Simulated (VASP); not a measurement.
# TaN (Fm-3m) in VASP: single point with PBE

Aim: the single point of TaN with PBE.

Program: VASP 6.6.1. These are calculated values, not measurements. Logs are shortened: lines on timing, memory, paths and dates and some standing lists are left out, and cuts for length are marked.

**1. The cell of the first run**

It takes space group Fm-3m (No. 225, cubic). The conventional cell has a = 4.416 Å, b = 4.416 Å, c = 4.416 Å, α = 90.00°, β = 90.00°, γ = 90.00°. Within 2.9 Å of Ta (site symmetry m-3m) lie 6 N at 2.21 Å. Within 2.9 Å of N (site symmetry m-3m) lie 6 Ta at 2.21 Å.

**2. Single point, PBE**

The input, INCAR:

```
SYSTEM = TaN
PREC = Accurate ; ENCUT = 700
EDIFF = 1E-6 ; ISMEAR = 0
SIGMA = 0.1 ; LREAL = .False.
LASPH = .True. ; NELM = 120
ALGO = Normal ; ISIF = 2
LWAVE = .False. ; LCHARG = .False.
GGA = PE ; NBANDS = 16
GGA_COMPAT = .False.
```

The input, KPOINTS:

```
regular mesh
0
Gamma
  16 16 16
  0 0 0
```

The input, POSCAR:

```
TaN
1.0
    0.0000000000      2.2081667059      2.2081667059
    2.2081667059      0.0000000000      2.2081667059
    2.2081667059      2.2081667059      0.0000000000
Ta N
1 1
Direct
    0.5000000000      0.5000000000      0.5000000000
    0.0000000000      0.0000000000      0.0000000000
```

Potentials or basis: VASP PAW PBE potentials, release 64 (Ta_sv_GW, N).

Command:

```
$ cat potpaw_PBE.64/Ta_sv_GW/POTCAR potpaw_PBE.64/N/POTCAR > POTCAR
$ mpirun -np 1 vasp_std > vasp.out
```

OUTCAR:

```text
SYSTEM = TaN
   PREC = Accurate
   ENCUT = 700
   EDIFF = 1E-6
   ISMEAR = 0
   LREAL = .False.
   LASPH = .True.
   NELM = 120
   ISIF = 2
   GGA = PE

 ion  position               nearest neighbor table
   1  0.500  0.500  0.500-   2 2.21   2 2.21   2 2.21   2 2.21   2 2.21   2 2.21
   2  0.000  0.000  0.000-   1 2.21   1 2.21   1 2.21   1 2.21   1 2.21   1 2.21

  LATTYP: Found a face centered cubic cell.
 ALAT       =     4.4163334118

  Lattice vectors:

 A1 = (   0.0000000000,   2.2081667059,   2.2081667059)
 A2 = (   2.2081667059,   0.0000000000,   2.2081667059)
 A3 = (   2.2081667059,   2.2081667059,   0.0000000000)

Analysis of symmetry for initial positions (statically):
=====================================================================
 Subroutine PRICEL returns:
 Original cell was already a primitive cell.

 Routine SETGRP: Setting up the symmetry group for a
 face centered cubic supercell.

 Subroutine GETGRP returns: Found 48 space group operations
 (whereof 48 operations were pure point group operations)
 out of a pool of 48 trial point group operations.

The static configuration has the point symmetry O_h .

Analysis of symmetry for dynamics (positions and initial velocities):
=====================================================================
 Subroutine PRICEL returns:
 Original cell was already a primitive cell.

 Routine SETGRP: Setting up the symmetry group for a
 face centered cubic supercell.

 Subroutine GETGRP returns: Found 48 space group operations
 (whereof 48 operations were pure point group operations)
 out of a pool of 48 trial point group operations.

The dynamic configuration has the point symmetry O_h .

 Subroutine INISYM returns: Found 48 space group operations
 (whereof 48 operations are pure point group operations),
 and found     1 'primitive' translations

----------------------------------------------------------------------------------------

                                     Primitive cell

  volume of cell :      21.5340

  direct lattice vectors                    reciprocal lattice vectors
     0.000000000  2.208166706  2.208166706    -0.226432180  0.226432180  0.226432180
     2.208166706  0.000000000  2.208166706     0.226432180 -0.226432180  0.226432180
     2.208166706  2.208166706  0.000000000     0.226432180  0.226432180 -0.226432180

  length of vectors
     3.122819303  3.122819303  3.122819303     0.392192039  0.392192039  0.392192039

  position of ions in fractional coordinates (direct lattice)
     0.500000000  0.500000000  0.500000000
     0.000000000  0.000000000  0.000000000

  ion indices of the primitive-cell ions
   primitive index   ion index
                 1           1
                 2           2

----------------------------------------------------------------------------------------

 KPOINTS: regular mesh

Automatic generation of k-mesh.
 Grid dimensions read from file:
 generate k-points for:   16   16   16

 Generating k-lattice:

  Cartesian coordinates                     Fractional coordinates (reciprocal lattice)
    -0.014152011  0.014152011  0.014152011     0.062500000  0.000000000  0.000000000
     0.014152011 -0.014152011  0.014152011     0.000000000  0.062500000  0.000000000
     0.014152011  0.014152011 -0.014152011     0.000000000  0.000000000  0.062500000

  Length of vectors
     0.024512002  0.024512002  0.024512002

  Shift w.r.t. Gamma in fractional coordinates (k-lattice)
     0.000000000  0.000000000  0.000000000

 Subroutine IBZKPT returns following result:
 ===========================================

 Found    145 irreducible k-points:

 Following reciprocal coordinates:
            Coordinates               Weight
  0.000000  0.000000  0.000000      1.000000
  0.062500  0.000000  0.000000      8.000000
  0.125000  0.000000  0.000000      8.000000
  0.187500  0.000000  0.000000      8.000000
  0.250000  0.000000  0.000000      8.000000
  0.312500  0.000000  0.000000      8.000000
[... 16 lines left out ...]
 -0.125000  0.062500  0.000000     24.000000
 -0.062500  0.062500  0.000000     12.000000
 [... further k-points ...]
   k-points           NKPTS =    145   k-points in BZ     NKDIM =    145   number of bands    NBANDS=     16
   number of dos      NEDOS =    301   number of ions     NIONS =      2
   total plane-waves  NPLWV =  21952
   dimension x,y,z NGX =    28 NGY =   28 NGZ =   28
   dimension x,y,z NGXF=    56 NGYF=   56 NGZF=   56
   ions per type =               1   1
   NGX,Y,Z   is equivalent  to a cutoff of  14.91, 14.91, 14.91 a.u.
   NGXF,Y,Z  is equivalent  to a cutoff of  29.81, 29.81, 29.81 a.u.
 SYSTEM =  TaN
   PREC   = accura    normal or accurate (medium, high low for compatibility)
   ISTART =      0    job   : 0-new  1-cont  2-samecut
   ICHARG =      2    charge: 1-file 2-atom 10-const
   ISPIN  =      1    spin polarized calculation?
   LNONCOLLINEAR =      F non collinear calculations
   LSORBIT =      F    spin-orbit coupling
   LASPH  =      T    aspherical Exc in radial PAW
   ENCUT  =  700.0 eV  51.45 Ry    7.17 a.u.   6.74  6.74  6.74*2*pi/ulx,y,z
   NELM   =    120;   NELMIN=  2; NELMDL= -5     # of ELM steps
   EDIFF  = 0.1E-05   stopping-criterion for ELM
   LREAL  =      F    real-space projection
   EDIFFG = 0.1E-04   stopping-criterion for IOM
   NSW    =      0    number of steps for IOM
   IBRION =     -1    ionic relax: 0-MD 1-quasi-New 2-CG
   NFREE  =      0    steps in history (QN), initial steepest desc. (CG)
   ISIF   =      2    stress and relaxation
   ISYM   =      2    0-nonsym 1-usesym 2-fastsym
   POTIM  = 0.5000    time-step for ionic-motion
   TEBEG  =    0.0;   TEEND  =   0.0 temperature during run
   PSTRESS=    0.0 pullay stress
   NELECT =      18.0000    total number of electrons
   NUPDOWN=      -1.0000    fix difference up-down
   EMIN   =  10.00;   EMAX   =-10.00  energy-range for DOS
   EFERMI =   0.00;   METHOD = LEGACY
   ISMEAR =     0;   SIGMA  =   0.10  broadening in eV -4-tet -1-fermi 0-gaus
   EFERMI_NEDOS =   21; number of points for ismear=-14 and -15
   IALGO  =     38    algorithm
   IMIX   =      4    mixing-type and parameters
     AMIX     =   0.40;   BMIX     =  1.00
     AMIX_MAG =   1.60;   BMIX_MAG =  1.00
  volume/ion in A,a.u.               =      10.77        72.66
  Fermi-wavevector in a.u.,A,eV,Ry     =   1.542140  2.914222 32.357319  2.378196
  Thomas-Fermi vector in A             =   2.647987
   LORBIT       =      0    0 simple, 1 ext, 2 COOP (PROOUT), +10 PAW based schemes
   GGA     = PE    functional components
   LHFCALC =     F    Hartree Fock is set to
   AEXX    =    0.0000 exact exchange contribution
   IVDW    =     0    specifies the selected vdW correction
   LEPSILON=     F    determine dielectric tensor
   LRPA    =     F    only Hartree local field effects (RPA)
 non-spin polarized calculation
 Gauss-broadening in eV      SIGMA  =   0.10
  energy-cutoff  :      700.00
  volume of cell :       21.53
 maximum number of plane-waves:       934
   NGX = 13   NGY = 13   NGZ = 13

 number of electron      18.0000000 magnetization

 Free energy of the ion-electron system (eV)
  ---------------------------------------------------
  ext. energy  EPLUGINS =         0.00000000
  ---------------------------------------------------
  free energy    TOTEN  =       -24.35998623 eV

  energy without entropy =      -24.35419653  energy(sigma->0) =      -24.35709138

 E-fermi :  13.6109     XC(G=0): -13.7078

 val. band max:       13.5995049532   @ k =  -0.2500   0.3750   0.1250
 cond. band min:      13.6143176691   @ k =  -0.3125   0.3125   0.1250
 fundamental gap:      0.0148127158
 Fermi energy:        13.6109205767

 k-point     1 :       0.0000    0.0000    0.0000
  band No.  band energies     occupation
      1     -55.9774      2.00000
      2     -22.1585      2.00000
      3     -22.1585      2.00000
      4     -22.1585      2.00000
      5      -5.1279      2.00000
      6       9.8262      2.00000
[... 8 lines left out ...]
     15      22.7858      0.00000
     16      37.4670      0.00000

 k-point     2 :       0.0625    0.0000    0.0000
  band No.  band energies     occupation
      1     -55.9756      2.00000
      2     -22.1918      2.00000
      3     -22.1616      2.00000
      4     -22.1616      2.00000
      5      -5.0359      2.00000
      6       9.3220      2.00000
[... 8 lines left out ...]
     15      23.0724      0.00000
     16      35.9543      0.00000

 k-point     3 :       0.1250    0.0000    0.0000
  band No.  band energies     occupation
      1     -55.9699      2.00000
      2     -22.2855      2.00000
      3     -22.1703      2.00000
      4     -22.1703      2.00000
      5      -4.7697      2.00000
      6       8.2957      2.00000
[... 8 lines left out ...]
     15      23.8662      0.00000
     16      33.7322      0.00000

 k-point     4 :       0.1875    0.0000    0.0000
  band No.  band energies     occupation
      1     -55.9614      2.00000
      2     -22.4226      2.00000
      3     -22.1833      2.00000
      4     -22.1833      2.00000
      5      -4.3574      2.00000
      6       7.1478      2.00000
[... 8 lines left out ...]
     15      24.9394      0.00000
     16      31.7367      0.00000
[... 324 lines left out ...]
 k-point    22 :      -0.1875    0.0625    0.0000
  band No.  band energies     occupation
      1     -55.9567      2.00000
      2     -22.4797      2.00000
      3     -22.2197      2.00000
      4     -22.1777      2.00000
      5      -4.1416      2.00000
      6       6.6037      2.00000
[... 8 lines left out ...]
     15      25.4561      0.00000
     16      30.2363      0.00000

 k-point    23 :      -0.1250    0.0625    0.0000
  band No.  band energies     occupation
      1     -55.9657      2.00000
      2     -22.3399      2.00000
      3     -22.2000      2.00000
      4     -22.1664      2.00000
      5      -4.5785      2.00000
      6       7.6524      2.00000
[... 8 lines left out ...]
     15      24.4247      0.00000
     16      32.2171      0.00000

 k-point    24 :      -0.0625    0.0625    0.0000
  band No.  band energies     occupation
      1     -55.9723      2.00000
      2     -22.2379      2.00000
      3     -22.1797      2.00000
      4     -22.1607      2.00000
      5      -4.8877      2.00000
      6       8.6333      2.00000
[... 8 lines left out ...]
     15      23.5277      0.00000
     16      34.4270      0.00000

 [... further k-points ...]
[... 5 lines left out ...]
  --------------------------------------------------------------------------------------
  -------------------------------------------------------------------------------------
  Total        0.0142268      0.0142268      0.0142268     -0.0000000     -0.0000000      0.0000000
  in kB        1.0585069      1.0585069      1.0585069     -0.0000000     -0.0000000      0.0000000
  external PRESSURE =       1.0585069 kB  Pullay stress =       0.0000000 kB

 VOLUME and BASIS-vectors are now :
 -----------------------------------------------------------------------------
  energy-cutoff  :      700.00
  volume of cell :       21.53
      direct lattice vectors                 reciprocal lattice vectors
     0.000000000  2.208166706  2.208166706    -0.226432180  0.226432180  0.226432180
     2.208166706  0.000000000  2.208166706     0.226432180 -0.226432180  0.226432180
     2.208166706  2.208166706  0.000000000     0.226432180  0.226432180 -0.226432180

 POSITION                                       TOTAL-FORCE (eV/Angst)
 -----------------------------------------------------------------------------------
      2.20817      2.20817      2.20817         0.000000     -0.000000     -0.000000
      0.00000      0.00000      0.00000        -0.000000      0.000000      0.000000
 -----------------------------------------------------------------------------------
    total drift:                                0.000000      0.000000      0.000000

  FREE ENERGIE OF THE ION-ELECTRON SYSTEM (eV)
  ---------------------------------------------------
  free  energy   TOTEN  =       -24.3599862266 eV

  energy  without entropy=      -24.3541965281  energy(sigma->0) =      -24.35709138
```

Wall time 32 s (1 thread of Intel Xeon 6975P-C (Granite Rapids), shared host); peak memory 0.23 GiB.

Results:

* Free energy: -24.3600 eV
* Pressure: 0.1 GPa
* Band gap on the k mesh: zero (bands 9 and 10 overlap by 3.94 eV)

Caveat: spin-orbit coupling is left out, which moves the levels of the heavy elements.
